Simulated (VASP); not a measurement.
# Rh (P6_3/mmc) in VASP: further runs

The runs below take Rh through single point, with LDA.

All numbers are computed with VASP 6.6.1; they aren't measurements. Logs are shortened: lines on timing, memory, paths and dates and some standing lists are left out, and cuts for length are marked.

## Step 1: The cell of the first run

It takes space group P6_3/mmc (No. 194, hexagonal). Conventional cell: a = 2.622 Å, b = 2.622 Å, c = 8.554 Å, α = 90.00°, β = 90.00°, γ = 120.00°. Rh (site symmetry -3m) has 12 Rh at 2.62 Å within 3.5 Å. Rh (site symmetry -6m2) has 12 Rh at 2.62 Å within 3.5 Å.

## Step 2: Single point, LDA (volume scaled by 0.96)

Input file INCAR:

```
SYSTEM = Rh
PREC = Accurate ; ENCUT = 520
EDIFF = 1E-6 ; ISMEAR = -1
SIGMA = 0.1 ; LREAL = .FALSE.
LASPH = .TRUE. ; NELM = 80
ALGO = Normal ; ISIF = 2
LWAVE = .FALSE. ; LCHARG = .TRUE.
GGA = CA ; LELF = .TRUE.
LVHAR = .TRUE. ; NBANDS = 38
```

Input file KPOINTS:

```
Automatic mesh
0
G
  15 15 4
  0 0 0
```

Input file POSCAR:

```
Rh
1.0
    2.6219542950      0.0000000000      0.0000000000
   -1.3109771475      2.2706790270      0.0000000000
    0.0000000000      0.0000000000      8.5538536911
Rh
4
Direct
    0.0000000000      0.0000000000      1.0000000000
    0.0000000000      0.0000000000      0.5000000000
    0.3333333333      0.6666666667      0.2500000000
    0.6666666667      0.3333333333      0.7500000000
```

Potentials or basis: VASP PAW LDA potentials, release 64 (Rh_pv).

On the command line:

```sh
cat potpaw_LDA.64/Rh_pv/POTCAR > POTCAR
mpirun -np 1 vasp_std > vasp.out
```

OUTCAR:

```text
SYSTEM = Rh
   PREC = Accurate
   ENCUT = 520
   EDIFF = 1E-6
   ISMEAR = -1
   LREAL = .FALSE.
   LASPH = .TRUE.
   NELM = 80
   ISIF = 2
   GGA = CA

 ion  position               nearest neighbor table
   1  0.000  0.000  0.000-   3 2.62   4 2.62   3 2.62   4 2.62   4 2.62   3 2.62
   2  0.000  0.000  0.500-   3 2.62   4 2.62   3 2.62   4 2.62   4 2.62   3 2.62
   3  0.333  0.667  0.250-   1 2.62   2 2.62   1 2.62   2 2.62   1 2.62   2 2.62
   4  0.667  0.333  0.750-   1 2.62   2 2.62   1 2.62   2 2.62   1 2.62   2 2.62

  LATTYP: Found a hexagonal cell.
 ALAT       =     2.6219542950
 C/A-ratio  =     3.2623961857

  Lattice vectors:

 A1 = (   2.6219542950,   0.0000000000,   0.0000000000)
 A2 = (  -1.3109771475,   2.2706790270,   0.0000000000)
 A3 = (   0.0000000000,   0.0000000000,   8.5538536911)

Analysis of symmetry for initial positions (statically):
=====================================================================
 Subroutine PRICEL returns:
 Original cell was already a primitive cell.

 Routine SETGRP: Setting up the symmetry group for a
 hexagonal supercell.

 Subroutine GETGRP returns: Found 24 space group operations
 (whereof 12 operations were pure point group operations)
 out of a pool of 24 trial point group operations.

The static configuration has the point symmetry D_3d.
 The point group associated with its full space group is D_6h.

Analysis of symmetry for dynamics (positions and initial velocities):
=====================================================================
 Subroutine PRICEL returns:
 Original cell was already a primitive cell.

 Routine SETGRP: Setting up the symmetry group for a
 hexagonal supercell.

 Subroutine GETGRP returns: Found 24 space group operations
 (whereof 12 operations were pure point group operations)
 out of a pool of 24 trial point group operations.

The dynamic configuration has the point symmetry D_3d.
 The point group associated with its full space group is D_6h.

 Subroutine INISYM returns: Found 24 space group operations
 (whereof 12 operations are pure point group operations),
 and found     1 'primitive' translations

----------------------------------------------------------------------------------------

                                     Primitive cell

  volume of cell :      50.9264

  direct lattice vectors                    reciprocal lattice vectors
     2.621954295  0.000000000  0.000000000     0.381394901  0.220198449  0.000000000
    -1.310977148  2.270679027  0.000000000     0.000000000  0.440396898  0.000000000
     0.000000000  0.000000000  8.553853691     0.000000000  0.000000000  0.116906372

  length of vectors
     2.621954295  2.621954295  8.553853691     0.440396898  0.440396898  0.116906372

  position of ions in fractional coordinates (direct lattice)
     0.000000000  0.000000000  0.000000000
     0.000000000  0.000000000  0.500000000
     0.333333333  0.666666667  0.250000000
     0.666666667  0.333333333  0.750000000

  ion indices of the primitive-cell ions
   primitive index   ion index
                 1           1
                 2           2
                 3           3
                 4           4

----------------------------------------------------------------------------------------

 KPOINTS: Automatic mesh

Automatic generation of k-mesh.
 Grid dimensions read from file:
 generate k-points for:   15   15    4

 Generating k-lattice:

  Cartesian coordinates                     Fractional coordinates (reciprocal lattice)
     0.025426327  0.014679897  0.000000000     0.066666667 -0.000000000  0.000000000
     0.000000000  0.029359793  0.000000000     0.000000000  0.066666667  0.000000000
     0.000000000  0.000000000  0.029226593     0.000000000  0.000000000  0.250000000

  Length of vectors
     0.029359793  0.029359793  0.029226593

  Shift w.r.t. Gamma in fractional coordinates (k-lattice)
     0.000000000  0.000000000  0.000000000

 Subroutine IBZKPT returns following result:
 ===========================================

 Found     81 irreducible k-points:

 Following reciprocal coordinates:
            Coordinates               Weight
  0.000000  0.000000  0.000000      1.000000
  0.066667 -0.000000  0.000000      6.000000
  0.133333  0.000000  0.000000      6.000000
  0.200000  0.000000  0.000000      6.000000
  0.266667  0.000000  0.000000      6.000000
  0.333333  0.000000  0.000000      6.000000
[... 16 lines left out ...]
  0.333333  0.200000  0.000000     12.000000
  0.400000  0.200000  0.000000      6.000000
 [... further k-points ...]
   k-points           NKPTS =     81   k-points in BZ     NKDIM =     81   number of bands    NBANDS=     38
   number of dos      NEDOS =    301   number of ions     NIONS =      4
   total plane-waves  NPLWV =  25600
   dimension x,y,z NGX =    20 NGY =   20 NGZ =   64
   dimension x,y,z NGXF=    40 NGYF=   40 NGZF=  128
   ions per type =               4
   NGX,Y,Z   is equivalent  to a cutoff of  12.68, 12.68, 12.44 a.u.
   NGXF,Y,Z  is equivalent  to a cutoff of  25.36, 25.36, 24.88 a.u.
 SYSTEM =  Rh
   PREC   = accura    normal or accurate (medium, high low for compatibility)
   ISTART =      0    job   : 0-new  1-cont  2-samecut
   ICHARG =      2    charge: 1-file 2-atom 10-const
   ISPIN  =      1    spin polarized calculation?
   LNONCOLLINEAR =      F non collinear calculations
   LSORBIT =      F    spin-orbit coupling
   LASPH  =      T    aspherical Exc in radial PAW
   ENCUT  =  520.0 eV  38.22 Ry    6.18 a.u.   4.88  4.88 15.90*2*pi/ulx,y,z
   NELM   =     80;   NELMIN=  2; NELMDL= -5     # of ELM steps
   EDIFF  = 0.1E-05   stopping-criterion for ELM
   LREAL  =      F    real-space projection
   EDIFFG = 0.1E-04   stopping-criterion for IOM
   NSW    =      0    number of steps for IOM
   IBRION =     -1    ionic relax: 0-MD 1-quasi-New 2-CG
   NFREE  =      0    steps in history (QN), initial steepest desc. (CG)
   ISIF   =      2    stress and relaxation
   ISYM   =      2    0-nonsym 1-usesym 2-fastsym
   POTIM  = 0.5000    time-step for ionic-motion
   TEBEG  =    0.0;   TEEND  =   0.0 temperature during run
   PSTRESS=    0.0 pullay stress
   NELECT =      60.0000    total number of electrons
   NUPDOWN=      -1.0000    fix difference up-down
   EMIN   =  10.00;   EMAX   =-10.00  energy-range for DOS
   EFERMI =   0.00;   METHOD = LEGACY
   ISMEAR =    -1;   SIGMA  =   0.10  broadening in eV -4-tet -1-fermi 0-gaus
   EFERMI_NEDOS =   21; number of points for ismear=-14 and -15
   IALGO  =     38    algorithm
   IMIX   =      4    mixing-type and parameters
     AMIX     =   0.40;   BMIX     =  1.00
     AMIX_MAG =   1.60;   BMIX_MAG =  1.00
  volume/ion in A,a.u.               =      12.73        85.92
  Fermi-wavevector in a.u.,A,eV,Ry     =   1.729064  3.267457 40.676816  2.989662
  Thomas-Fermi vector in A             =   2.803880
   LORBIT       =      0    0 simple, 1 ext, 2 COOP (PROOUT), +10 PAW based schemes
   GGA     = CA    functional components
   LHFCALC =     F    Hartree Fock is set to
   AEXX    =    0.0000 exact exchange contribution
   IVDW    =     0    specifies the selected vdW correction
   LEPSILON=     F    determine dielectric tensor
   LRPA    =     F    only Hartree local field effects (RPA)
 non-spin polarized calculation
  energy-cutoff  :      520.00
  volume of cell :       50.93
 maximum number of plane-waves:      1410
 NGX is ok and might be reduce to    20
   NGX =  9   NGY =  9   NGZ = 31

 number of electron      59.9999992 magnetization

 Free energy of the ion-electron system (eV)
  ---------------------------------------------------
  ext. energy  EPLUGINS =         0.00000000
  ---------------------------------------------------
  free energy    TOTEN  =       -34.63631050 eV

  energy without entropy =      -34.47420613  energy(sigma->0) =      -34.55525832

 E-fermi :  13.2173     XC(G=0): -14.8458

 val. band max:       13.2163057776   @ k =   0.3333   0.3333   0.2500
 cond. band min:      13.2258945597   @ k =   0.0000   0.0000   0.2500
 fundamental gap:      0.0095887821
 Fermi energy:        13.2173261558

 k-point     1 :       0.0000    0.0000    0.0000
  band No.  band energies     occupation
      1     -34.0666      2.00000
      2     -33.5913      2.00000
      3     -33.5908      2.00000
      4     -33.2304      2.00000
      5     -33.2304      2.00000
      6     -33.1739      2.00000
[... 30 lines left out ...]
     37      22.5846      0.00000
     38      27.7532      0.00000

 k-point     2 :       0.0667   -0.0000    0.0000
  band No.  band energies     occupation
      1     -34.0529      2.00000
      2     -33.5947      2.00000
      3     -33.5947      2.00000
      4     -33.2625      2.00000
      5     -33.2407      2.00000
      6     -33.1984      2.00000
[... 30 lines left out ...]
     37      22.5477      0.00000
     38      27.9866      0.00000

 k-point     3 :       0.1333    0.0000    0.0000
  band No.  band energies     occupation
      1     -34.0133      2.00000
      2     -33.6131      2.00000
      3     -33.6105      2.00000
      4     -33.3508      2.00000
      5     -33.2692      2.00000
      6     -33.2665      2.00000
[... 30 lines left out ...]
     37      22.4487      0.00000
     38      28.5477      0.00000

 k-point     4 :       0.2000    0.0000    0.0000
  band No.  band energies     occupation
      1     -33.9522      2.00000
      2     -33.6669      2.00000
      3     -33.6547      2.00000
      4     -33.4755      2.00000
      5     -33.3837      2.00000
      6     -33.3117      2.00000
[... 30 lines left out ...]
     37      22.3265      0.00000
     38      28.7552      0.00000
[... 703 lines left out ...]
      4     -33.7483      2.00000
      5     -33.7003      2.00000
      6     -33.5543      2.00000
[... 30 lines left out ...]
     37      23.8413      0.00000
     38      23.8464      0.00000

 k-point    23 :       0.3333    0.2000    0.0000
  band No.  band energies     occupation
      1     -33.9553      2.00000
      2     -33.9179      2.00000
      3     -33.8222      2.00000
      4     -33.7855      2.00000
      5     -33.6405      2.00000
      6     -33.5892      2.00000
[... 30 lines left out ...]
     37      23.6216      0.00000
     38      23.9324      0.00000

 k-point    24 :       0.4000    0.2000    0.0000
  band No.  band energies     occupation
      1     -33.9713      2.00000
      2     -33.9302      2.00000
      3     -33.8317      2.00000
      4     -33.8011      2.00000
      5     -33.6160      2.00000
      6     -33.5942      2.00000
[... 30 lines left out ...]
     37      23.2172      0.00000
     38      23.2837      0.00000

 [... further k-points ...]
[... 5 lines left out ...]
  --------------------------------------------------------------------------------------
  -------------------------------------------------------------------------------------
  Total        4.8144530      4.8144530      4.8788573      0.0000000      0.0000000      0.0000000
  in kB      151.4658924    151.4658924    153.4920951      0.0000000      0.0000000      0.0000000
  external PRESSURE =     152.1412933 kB  Pullay stress =       0.0000000 kB

 VOLUME and BASIS-vectors are now :
 -----------------------------------------------------------------------------
  energy-cutoff  :      520.00
  volume of cell :       50.93
      direct lattice vectors                 reciprocal lattice vectors
     2.621954295  0.000000000  0.000000000     0.381394901  0.220198449  0.000000000
    -1.310977148  2.270679027  0.000000000     0.000000000  0.440396898  0.000000000
     0.000000000  0.000000000  8.553853691     0.000000000  0.000000000  0.116906372

 POSITION                                       TOTAL-FORCE (eV/Angst)
 -----------------------------------------------------------------------------------
      0.00000      0.00000      0.00000        -0.000000      0.000000     -0.000000
      0.00000      0.00000      4.27693        -0.000000      0.000000     -0.000000
     -0.00000      1.51379      2.13846         0.000000      0.000000      0.000000
      1.31098      0.75689      6.41539        -0.000000      0.000000      0.000000
 -----------------------------------------------------------------------------------
    total drift:                                0.000000     -0.000000      0.000000

  FREE ENERGIE OF THE ION-ELECTRON SYSTEM (eV)
  ---------------------------------------------------
  free  energy   TOTEN  =       -34.6363104985 eV

  energy  without entropy=      -34.4742061339  energy(sigma->0) =      -34.55525832
```

It took 53 s on 1 thread of AMD EPYC 9R45 (Zen 5), shared host; peak memory 0.19 GiB.

Results:

* Free energy: -34.6363 eV
* Pressure: 15.2 GPa
* Band gap on the k mesh: zero (band 30 reaches 13.95 eV, above the bottom of band 31 at 11.89 eV)

Caveat: the cell differs from its parent crystal (volume scaled by 0.96).

## Step 3: Single point, LDA

This run uses another cell than the first one, of 13.26 Å³/atom, 1.042 times its volume.

Input file INCAR:

```
SYSTEM = Rh
ALGO = Normal
EDIFF = 1E-7
ENCUT = 520
ISIF = 2
ISMEAR = -1
LASPH = .True.
LCHARG = .False.
LREAL = .False.
LWAVE = .False.
NBANDS = 38
NELM = 80
PREC = Accurate
SIGMA = 0.1
```

Input file KPOINTS:

```
k-points
0
Gamma
  15 15 4
  0 0 0
```

Input file POSCAR:

```
Rh
1.0
    2.6578759409      0.0000000000      0.0000000000
   -1.3289379704      2.3017880849      0.0000000000
    0.0000000000      0.0000000000      8.6710443316
Rh
4
Direct
    0.0000000000      0.0000000000      1.0000000000
    0.0000000000      0.0000000000      0.5000000000
    0.3333333333      0.6666666667      0.2500000000
    0.6666666667      0.3333333333      0.7500000000
```

Potentials or basis: VASP PAW LDA potentials, release 64 (Rh_pv).

On the command line:

```sh
cat potpaw_LDA.64/Rh_pv/POTCAR > POTCAR
mpirun -np 1 vasp_std > vasp.out
```

Wall time 60 s (1 thread of AMD EPYC 9R45 (Zen 5), shared host); peak memory 0.19 GiB.

It converged, with:

```yaml
Free_energy: -34.7409 eV
Pressure: 0.9 GPa
Band_gap_on_the_k_mesh: zero (band 30 reaches 13.12 eV, above the bottom of band 31 at 11.17 eV)
```

Levels at points of the mesh, in eV from the Fermi level:
```
           k point  band 26  band 27  band 28  band 29  band 30  band 31  band 32  band 33  band 34  band 35
(0.00, 0.00, 0.00)    -2.81    -2.81    -1.53    -1.53    -0.91    -0.91    -0.36    -0.36     0.47     0.47
(0.00, 0.00, 0.50)    -3.05    -1.23    -1.23    -1.20    -1.20    -1.20    -1.20     0.09     0.09     0.09
```

## Step 4: Single point, LDA (volume scaled by 1.04)

Input file INCAR:

```
  PREC = Accurate
  ENCUT = 520
  EDIFF = 1E-6
  ISMEAR = -1
  SIGMA = 0.1
  LREAL = False
  LASPH = True
  NELM = 80
  ALGO = Normal
  ISIF = 2
  LWAVE = False
  LCHARG = False
  GGA = CA
  NBANDS = 38
```

Input file KPOINTS:

```
regular mesh
0
Gamma
  15 15 4
```

Input file POSCAR:

```
Rh
1.0
    2.6928520037      0.0000000000      0.0000000000
   -1.3464260018      2.3320782438      0.0000000000
    0.0000000000      0.0000000000      8.7851501055
Rh
4
Direct
    0.0000000000      0.0000000000      1.0000000000
    0.0000000000      0.0000000000      0.5000000000
    0.3333333333      0.6666666667      0.2500000000
    0.6666666667      0.3333333333      0.7500000000
```

On the command line:

```sh
cat potpaw_LDA.64/Rh_pv/POTCAR > POTCAR
mpirun -np 1 vasp_std > vasp.out
```

Wall time 59 s (1 thread of AMD EPYC 9R45 (Zen 5), shared host); peak memory 0.2 GiB.

It converged, with:

```yaml
Free_energy: -34.6767 eV
Pressure: -10.4 GPa
Band_gap_on_the_k_mesh: zero (band 30 reaches 12.35 eV, above the bottom of band 31 at 10.50 eV)
```

Stress tensor (GPa, compression positive):
```
-10.34   0.00   0.00
  0.00 -10.34   0.00
  0.00   0.00 -10.46
```

Levels at points of the mesh, in eV from the Fermi level:
| k point | band 26 | band 27 | band 28 | band 29 | band 30 | band 31 | band 32 | band 33 | band 34 | band 35 |
| --- | --- | --- | --- | --- | --- | --- | --- | --- | --- | --- |
| (0.00, 0.00, 0.00) | -2.64 | -2.64 | -1.44 | -1.44 | -0.85 | -0.85 | -0.34 | -0.34 | 0.44 | 0.44 |
| (0.00, 0.00, 0.50) | -2.87 | -1.15 | -1.15 | -1.13 | -1.13 | -1.13 | -1.13 | 0.08 | 0.08 | 0.08 |

Caveat: the cell differs from its parent crystal (volume scaled by 1.04).

## Step 5: Single point, LDA (volume scaled by 1.12)

Input file INCAR:

```
  PREC = Accurate
  ENCUT = 520
  EDIFF = 1E-7
  ISMEAR = -1
  SIGMA = 0.1
  LREAL = F
  LASPH = T
  NELM = 60
  ALGO = Normal
  ISIF = 2
  LWAVE = F
  LCHARG = T
  LELF = T
  LVHAR = T
  NBANDS = 38
```

Input file KPOINTS:

```
Automatic mesh
0
Gamma
  15 15 4
```

Input file POSCAR:

```
Rh
1.0
    2.7602010293      0.0000000000      0.0000000000
   -1.3801005146      2.3904042109      0.0000000000
    0.0000000000      0.0000000000      9.0048693098
Rh
4
Direct
    0.0000000000      0.0000000000      1.0000000000
    0.0000000000      0.0000000000      0.5000000000
    0.3333333333      0.6666666667      0.2500000000
    0.6666666667      0.3333333333      0.7500000000
```

On the command line:

```sh
cat potpaw_LDA.64/Rh_pv/POTCAR > POTCAR
mpirun -np 1 vasp_std > vasp.out
```

It took 84 s on 1 thread of AMD EPYC 9R45 (Zen 5), shared host; peak memory 0.22 GiB.

Results (log left out):

| Quantity | Value |
| --- | --- |
| Free energy | -34.1812 eV |
| Pressure | -26.0 GPa |
| Band gap on the k mesh | zero (band 30 reaches 10.98 eV, above the bottom of band 31 at 9.31 eV) |

Stress tensor (GPa, compression positive):
```
-25.86   0.00   0.00
  0.00 -25.86   0.00
  0.00   0.00 -26.18
```

Levels at points of the mesh, in eV from the Fermi level:
```
           k point  band 26  band 27  band 28  band 29  band 30  band 31  band 32  band 33  band 34  band 35
(0.00, 0.00, 0.00)    -2.35    -2.35    -1.28    -1.28    -0.75    -0.75    -0.31    -0.31     0.38     0.38
(0.00, 0.00, 0.50)    -2.55    -1.00    -1.00    -1.00    -1.00    -1.00    -1.00     0.07     0.07     0.07
```

Caveat: the cell differs from its parent crystal (volume scaled by 1.12).

## Step 6: Overview

```tsv
cell	gap on the mesh (eV)	pressure (GPa)
a = 2.622, b = 2.622, c = 8.554 Å, angles 90.0, 90.0, 120.0°, 4 atoms	none	15.2
a = 2.658, b = 2.658, c = 8.671 Å, angles 90.0, 90.0, 120.0°, 4 atoms	none	0.9
a = 2.693, b = 2.693, c = 8.785 Å, angles 90.0, 90.0, 120.0°, 4 atoms	none	-10.4
a = 2.760, b = 2.760, c = 9.005 Å, angles 90.0, 90.0, 120.0°, 4 atoms	none	-26.0
```

Alike in all rows: task single point; level LDA; potentials or basis VASP PAW LDA potentials, release 64 (Rh_pv); no spin polarisation; k mesh 15 × 15 × 4; cutoff (eV) 520; smearing fermi-dirac 0.1 eV.

Total energies depend on the potentials used, so only differences within one code and one set of settings carry meaning.
